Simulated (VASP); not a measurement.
# LuH2 (Fm-3m) in VASP: further runs

Runs on LuH2. Level: PBEsol. Tasks: single point, relaxation of cell and atoms.

All numbers are computed with VASP 6.6.1; they aren't measurements. Logs are shortened: lines on timing, memory, paths and dates and some standing lists are left out, and cuts for length are marked.

**1. The cell of the first run**

Symmetry: Fm-3m, No. 225, cubic system. Conventional cell: a = 4.958 Å, b = 4.958 Å, c = 4.958 Å, α = 90.00°, β = 90.00°, γ = 90.00°. Lu (site symmetry m-3m) has 8 H at 2.15 Å within 2.8 Å. Within 2.8 Å of H (site symmetry -43m) lie 4 Lu at 2.15 Å and 6 H at 2.48 Å.

**2. Single point, PBEsol**

File INCAR:

```
SYSTEM = LuH2
PREC     = Accurate       ! precision mode
ENCUT    = 520            ! plane-wave cutoff, eV
EDIFF    = 1E-6           ! SCF threshold, eV
ISMEAR   = 0              ! smearing method
SIGMA    = 0.1            ! smearing width, eV
LREAL    = .FALSE.        ! projectors in reciprocal space
LASPH    = .TRUE.         ! aspherical terms in the spheres
NELM     = 100            ! most SCF steps
ALGO     = Normal         ! electronic algorithm
ISIF     = 2              ! what is computed and relaxed
LWAVE    = .FALSE.        ! write WAVECAR
LCHARG   = .TRUE.         ! write CHGCAR
GGA      = PS             ! functional
LELF     = .TRUE.         ! ELF
LVHAR    = .TRUE.       
NBANDS   = 20             ! bands
```

File KPOINTS:

```
Automatic mesh
0
G
  14 14 14
  0 0 0
```

File POSCAR:

```
LuH2
1.0
    0.0000000000      2.4790163979      2.4790163979
    2.4790163979      0.0000000000      2.4790163979
    2.4790163979      2.4790163979      0.0000000000
Lu H
1 2
Direct
    0.0000000000      0.0000000000      0.0000000000
    0.2500000000      0.2500000000      0.2500000000
    0.7500000000      0.7500000000      0.7500000000
```

Potentials or basis: VASP PAW PBE potentials, release 64 (Lu, H).

On the command line:

```bash
> cat potpaw_PBE.64/Lu/POTCAR potpaw_PBE.64/H/POTCAR > POTCAR
> mpirun -np 1 vasp_std > vasp.out
```

OUTCAR:

```text
SYSTEM = LuH2
   PREC = Accurate
   ENCUT = 520
   EDIFF = 1E-6
   ISMEAR = 0
   LREAL = .FALSE.
   LASPH = .TRUE.
   NELM = 100
   ISIF = 2
   GGA = PS

 ion  position               nearest neighbor table
   1  0.000  0.000  0.000-   3 2.15   3 2.15   3 2.15   2 2.15   2 2.15   2 2.15   3 2.15   2 2.15

   2  0.250  0.250  0.250-   1 2.15   1 2.15   1 2.15   1 2.15
   3  0.750  0.750  0.750-   1 2.15   1 2.15   1 2.15   1 2.15

  LATTYP: Found a face centered cubic cell.
 ALAT       =     4.9580327958

  Lattice vectors:

 A1 = (   0.0000000000,   2.4790163979,   2.4790163979)
 A2 = (   2.4790163979,   0.0000000000,   2.4790163979)
 A3 = (   2.4790163979,   2.4790163979,   0.0000000000)

Analysis of symmetry for initial positions (statically):
=====================================================================
 Subroutine PRICEL returns:
 Original cell was already a primitive cell.

 Routine SETGRP: Setting up the symmetry group for a
 face centered cubic supercell.

 Subroutine GETGRP returns: Found 48 space group operations
 (whereof 48 operations were pure point group operations)
 out of a pool of 48 trial point group operations.

The static configuration has the point symmetry O_h .

Analysis of symmetry for dynamics (positions and initial velocities):
=====================================================================
 Subroutine PRICEL returns:
 Original cell was already a primitive cell.

 Routine SETGRP: Setting up the symmetry group for a
 face centered cubic supercell.

 Subroutine GETGRP returns: Found 48 space group operations
 (whereof 48 operations were pure point group operations)
 out of a pool of 48 trial point group operations.

The dynamic configuration has the point symmetry O_h .

 Subroutine INISYM returns: Found 48 space group operations
 (whereof 48 operations are pure point group operations),
 and found     1 'primitive' translations

----------------------------------------------------------------------------------------

                                     Primitive cell

  volume of cell :      30.4697

  direct lattice vectors                    reciprocal lattice vectors
     0.000000000  2.479016398  2.479016398    -0.201692897  0.201692897  0.201692897
     2.479016398  0.000000000  2.479016398     0.201692897 -0.201692897  0.201692897
     2.479016398  2.479016398  0.000000000     0.201692897  0.201692897 -0.201692897

  length of vectors
[... 82 lines left out ...]
   ENCUT  =  520.0 eV  38.22 Ry    6.18 a.u.   6.52  6.52  6.52*2*pi/ulx,y,z
   NELM   =    100;   NELMIN=  2; NELMDL= -5     # of ELM steps
   EDIFF  = 0.1E-05   stopping-criterion for ELM
   LREAL  =      F    real-space projection
   EDIFFG = 0.1E-04   stopping-criterion for IOM
   NSW    =      0    number of steps for IOM
   IBRION =     -1    ionic relax: 0-MD 1-quasi-New 2-CG
   NFREE  =      0    steps in history (QN), initial steepest desc. (CG)
   ISIF   =      2    stress and relaxation
   ISYM   =      2    0-nonsym 1-usesym 2-fastsym
   POTIM  = 0.5000    time-step for ionic-motion
   TEBEG  =    0.0;   TEEND  =   0.0 temperature during run
   PSTRESS=    0.0 pullay stress
   NELECT =      27.0000    total number of electrons
   NUPDOWN=      -1.0000    fix difference up-down
   EMIN   =  10.00;   EMAX   =-10.00  energy-range for DOS
   EFERMI =   0.00;   METHOD = LEGACY
   ISMEAR =     0;   SIGMA  =   0.10  broadening in eV -4-tet -1-fermi 0-gaus
   EFERMI_NEDOS =   21; number of points for ismear=-14 and -15
   IALGO  =     38    algorithm
   IMIX   =      4    mixing-type and parameters
     AMIX     =   0.40;   BMIX     =  1.00
     AMIX_MAG =   1.60;   BMIX_MAG =  1.00
  volume/ion in A,a.u.               =      10.16        68.54
  Fermi-wavevector in a.u.,A,eV,Ry     =   1.572437  2.971476 33.641211  2.472559
  Thomas-Fermi vector in A             =   2.673872
   LORBIT       =      0    0 simple, 1 ext, 2 COOP (PROOUT), +10 PAW based schemes
   GGA     = PS    functional components
   LHFCALC =     F    Hartree Fock is set to
   AEXX    =    0.0000 exact exchange contribution
   IVDW    =     0    specifies the selected vdW correction
   LEPSILON=     F    determine dielectric tensor
   LRPA    =     F    only Hartree local field effects (RPA)
 non-spin polarized calculation
 Gauss-broadening in eV      SIGMA  =   0.10
  energy-cutoff  :      520.00
  volume of cell :       30.47
 maximum number of plane-waves:       869
 NGX is ok and might be reduce to    28
   NGX = 13   NGY = 13   NGZ = 13

 number of electron      26.9999997 magnetization

 Free energy of the ion-electron system (eV)
  ---------------------------------------------------
  ext. energy  EPLUGINS =         0.00000000
  ---------------------------------------------------
  free energy    TOTEN  =       -13.70038849 eV

  energy without entropy =      -13.69684254  energy(sigma->0) =      -13.69861552

 E-fermi :   2.6699     XC(G=0): -11.4129

 val. band max:        2.6151543425   @ k =  -0.3571   0.2143   0.0000
 cond. band min:       2.6938203686   @ k =   0.4286   0.2143   0.0000
 fundamental gap:      0.0786660261
 Fermi energy:         2.6699234271

 k-point     1 :       0.0000    0.0000    0.0000
  band No.  band energies     occupation
      1     -53.3111      2.00000
      2     -23.8085      2.00000
      3     -23.8085      2.00000
      4     -23.8085      2.00000
      5      -6.7674      2.00000
      6      -2.4437      2.00000
[... 541 lines left out ...]
     19      11.6730      0.00000
     20      13.5933      0.00000

 [... further k-points ...]

------------------------ aborting loop because EDIFF is reached ----------------------------------------

  FORCE on cell =-STRESS in cart. coord.  units (eV):
  Direction    XX          YY          ZZ          XY          YZ          ZX
  --------------------------------------------------------------------------------------
  -------------------------------------------------------------------------------------
  Total        0.0705849      0.0705849      0.0705849     -0.0000000      0.0000000     -0.0000000
  in kB        3.7115378      3.7115378      3.7115378     -0.0000000      0.0000000     -0.0000000
  external PRESSURE =       3.7115378 kB  Pullay stress =       0.0000000 kB

 VOLUME and BASIS-vectors are now :
 -----------------------------------------------------------------------------
  energy-cutoff  :      520.00
  volume of cell :       30.47
      direct lattice vectors                 reciprocal lattice vectors
     0.000000000  2.479016398  2.479016398    -0.201692897  0.201692897  0.201692897
     2.479016398  0.000000000  2.479016398     0.201692897 -0.201692897  0.201692897
     2.479016398  2.479016398  0.000000000     0.201692897  0.201692897 -0.201692897

 POSITION                                       TOTAL-FORCE (eV/Angst)
 -----------------------------------------------------------------------------------
      0.00000      0.00000      0.00000         0.000000     -0.000000      0.000000
      1.23951      1.23951      1.23951        -0.000000      0.000000     -0.000000
      3.71852      3.71852      3.71852         0.000000     -0.000000      0.000000
 -----------------------------------------------------------------------------------
    total drift:                               -0.000000      0.000000      0.000000

  FREE ENERGIE OF THE ION-ELECTRON SYSTEM (eV)
  ---------------------------------------------------
  free  energy   TOTEN  =       -13.7003884880 eV

  energy  without entropy=      -13.6968425444  energy(sigma->0) =      -13.69861552
```

OSZICAR:

```text
N       E                     dE             d eps       ncg     rms          rms(c)
DAV:   1     0.951240235034E+02    0.95124E+02   -0.10820E+04  5332   0.442E+03
DAV:   2    -0.656271093570E+01   -0.10169E+03   -0.98368E+02  4460   0.416E+02
DAV:   3    -0.142203840180E+02   -0.76577E+01   -0.75791E+01  4636   0.791E+01
DAV:   4    -0.144649628893E+02   -0.24458E+00   -0.24345E+00  5848   0.124E+01
DAV:   5    -0.144695383267E+02   -0.45754E-02   -0.45747E-02  4880   0.164E+00    0.702E+00
DAV:   6    -0.138595272115E+02    0.61001E+00   -0.90417E-01  6708   0.238E+01    0.348E+00
DAV:   7    -0.137003695704E+02    0.15916E+00   -0.29689E-01  6336   0.674E+00    0.740E-01
DAV:   8    -0.136998134400E+02    0.55613E-03   -0.54705E-02  5464   0.147E+00    0.230E-01
DAV:   9    -0.137002659681E+02   -0.45253E-03   -0.14985E-03  6500   0.760E-01    0.952E-02
DAV:  10    -0.137003863981E+02   -0.12043E-03   -0.28389E-04  6740   0.196E-01    0.267E-02
DAV:  11    -0.137003884122E+02   -0.20141E-05   -0.23111E-05  6104   0.503E-02    0.124E-02
DAV:  12    -0.137003884880E+02   -0.75854E-07   -0.30693E-06  5872   0.564E-02
   1 F= -.13700388E+02 E0= -.13698616E+02  d E =-.354594E-02
```

stdout:

```text
POSCAR found type information on POSCAR LuH
 POSCAR found :  2 types and       3 ions
 scaLAPACK will be used
 -----------------------------------------------------------------------------
|                                                                             |
|                                                                             |
|     You enforced a specific xc type in the INCAR file but a different       |
|     I HOPE YOU KNOW WHAT YOU ARE DOING!                                     |
|                                                                             |
 -----------------------------------------------------------------------------

 LDA part: xc-table for (Slater+PW92), standard interpolation
 POSCAR, INCAR and KPOINTS ok, starting setup
 FFT: planning ... GRIDC
 FFT: planning ... GRID_SOFT
 FFT: planning ... GRID
 WAVECAR not read
 entering main loop
```

It took 1.7 min on 1 thread of AMD EPYC 7R43 (Zen 3), shared host; peak memory 0.18 GiB.

Results:

- Free energy: -13.7004 eV
- Pressure: 0.4 GPa
- Band gap on the k mesh: zero (an odd number of electrons rules out a gap without spin polarisation)

Caveat: the PAW data sets were made with another functional, which shifts forces and pressure a little; spin-orbit coupling is left out, which moves the levels of the heavy elements.

**3. Relaxation of cell and atoms, PBEsol**

This run uses another cell than the first one, of 10.54 Å³/atom.

File INCAR:

```
  PREC = Accurate
  ENCUT = 600
  EDIFF = 1E-6
  ISMEAR = 0
  SIGMA = 0.1
  LREAL = False
  LASPH = True
  NELM = 100
  ALGO = Normal
  ISIF = 3
  LWAVE = False
  LCHARG = False
  GGA = PS
  IBRION = 2
  NSW = 70
  EDIFFG = -0.005
```

File KPOINTS:

```
Automatic mesh
0
Gamma
  14 14 14
```

File POSCAR:

```
LuH2
1.0
    0.0000000000      2.5100771468      2.5100771468
    2.5100771468      0.0000000000      2.5100771468
    2.5100771468      2.5100771468      0.0000000000
Lu H
1 2
Direct
    0.0000000000      0.0000000000      0.0000000000
    0.2500000000      0.2500000000      0.2500000000
    0.7500000000      0.7500000000      0.7500000000
```

Potentials or basis: VASP PAW PBE potentials, release 64 (Lu, H).

On the command line:

```bash
> cat potpaw_PBE.64/Lu/POTCAR potpaw_PBE.64/H/POTCAR > POTCAR
> mpirun -np 1 vasp_std > vasp.out
```

Wall time 6.6 min (1 thread of AMD EPYC 7R43 (Zen 3), shared host); peak memory 0.19 GiB.

The run converged. Its results:

| Property | Result |
| --- | --- |
| Free energy | -13.7020 eV |
| Relaxed volume | 10.21 Å³/atom |
| Relaxed cell | a = 3.512 Å, b = 3.512 Å, c = 3.512 Å, α = 60.00°, β = 60.00°, γ = 60.00° |
| Space group after relaxing (to 0.1 Å) | Fm-3m (No. 225) |
| Energy gained by relaxing | 3.3 meV/atom |
| Ionic steps | 7 |
| Pressure after relaxing | 0.0 GPa |
| Band gap on the k mesh | zero (an odd number of electrons rules out a gap without spin polarisation) |

The path:
| step | energy change (eV) | largest force (eV/Å) | pressure (GPa) | volume (Å³) |
| --- | --- | --- | --- | --- |
| 1 | 0.0000 | 0.0000 | -3.02 | 31.63 |
| 2 | -0.0097 | 0.0000 | -0.44 | 30.73 |
| 3 | -0.0098 | 0.0000 | 0.14 | 30.57 |
| 4 | -0.0098 | 0.0000 | 0.10 | 30.61 |
| 5 | -0.0098 | 0.0000 | -0.16 | 30.67 |
| 6 | -0.0098 | 0.0000 | -0.08 | 30.63 |
| 7 | -0.0098 | 0.0000 | -0.04 | 30.63 |

Final structure:
```
Lu H
1.0
     0.00000    2.48338    2.48338
     2.48338    0.00000    2.48338
     2.48338    2.48338    0.00000
Lu H
1 2
Direct
  0.00000 0.00000 0.00000
  0.25000 0.25000 0.25000
  0.75000 0.75000 0.75000
```

Levels at points of the mesh, in eV from the Fermi level:
```
           k point  band 10  band 11  band 12  band 13  band 14  band 15  band 16  band 17
(0.00, 0.00, 0.00)    -4.70    -4.70    -4.70    -0.32     1.42     1.42     1.42     4.38
(0.50, 0.00, 0.00)    -4.72    -4.72    -4.70    -3.76     1.50     1.50     5.06     5.99
(0.50, 0.50, 0.00)    -4.74    -4.73    -4.73    -3.81    -2.40     6.21     6.29     6.29
```

Caveat: the PAW data sets were made with another functional, which shifts forces and pressure a little; spin-orbit coupling is left out, which moves the levels of the heavy elements.

The gap in the log of VASP goes by the Fermi energy; the results here count the filled bands.